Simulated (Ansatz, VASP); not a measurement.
**Two plane-wave programs on Os**

```xyz
2
Lattice="2.7341 0.0000 0.0000 -1.3670 2.3678 0.0000 0.0000 0.0000 4.1469" Properties=species:S:1:pos:R:3 pbc="T T T"
Os    0.0000    1.5785    1.0367
Os    1.3670    0.7893    3.1102
```

Change from the starting cell: strain +0.000 along x and y, -0.040 along z, atoms carried along.

Alike in both runs: task single point; functional PBE; k mesh 18 × 18 × 12; occupations gaussian, width 0.15 eV; no spin polarisation.

|  | VASP | Ansatz |
| --- | --- | --- |
| version | VASP 6.6.1 | Ansatz 0.2.0 |
| potentials or method | VASP PAW PBE potentials, release 64 (Os), cutoff 520 eV | scalar-relativistic, plane waves, PAW |
| valence electrons in the cell | 16 | 32 |

VASP gave:

- gap on the k mesh at the Fermi level (eV): none
- pressure (GPa): 30.8
- traceless stress, the component that is largest in VASP (GPa): 19.15

Which values does Ansatz return?

gap on the k mesh at the Fermi level (eV): none; pressure (GPa): 30.2; traceless stress, the component that is largest in VASP (GPa): 19.35.

A gap of «none» marks a metal or a gap that the smearing closes. Both programs put the cell under a high pressure, so it lies far from rest at this level. VASP's potentials hold 16 valence electrons a cell and Ansatz's 32, so a difference there can come from the potentials and not from the codes.

Neither program's run includes spin-orbit coupling.
